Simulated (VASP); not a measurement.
Here is a VASP 6.6.1 calculation.

Contents of INCAR:

```
SYSTEM = Al
ALGO = Fast ; EDIFF = 1E-6
ENCUT = 520 ; GGA = RE
ISIF = 2 ; ISMEAR = -1
LASPH = .TRUE. ; LCHARG = .FALSE.
LREAL = .FALSE. ; LWAVE = .FALSE.
NBANDS = 8 ; NELM = 60
PREC = Accurate ; SIGMA = 0.05
```

The input KPOINTS:

```
k-points
0
G
  11 11 11
  0 0 0
```

Contents of POSCAR:

```
Al
1.0
    0.0000000000      1.9834708509      1.9834708509
    1.9834708509      0.0000000000      1.9834708509
    1.9834708509      1.9834708509      0.0000000000
Al
1
Direct
    0.0000000000      0.0000000000      0.0000000000
```

Potentials or basis: VASP PAW PBE potentials, release 64 (Al).

The run is started by

```bash
$ cat potpaw_PBE.64/Al/POTCAR > POTCAR
$ mpirun -np 1 vasp_std > vasp.out
```

Q: Predict the pressure.

A: 6.2 GPa.

Caveat: the PAW data sets were made with another functional, which shifts forces and pressure a little.
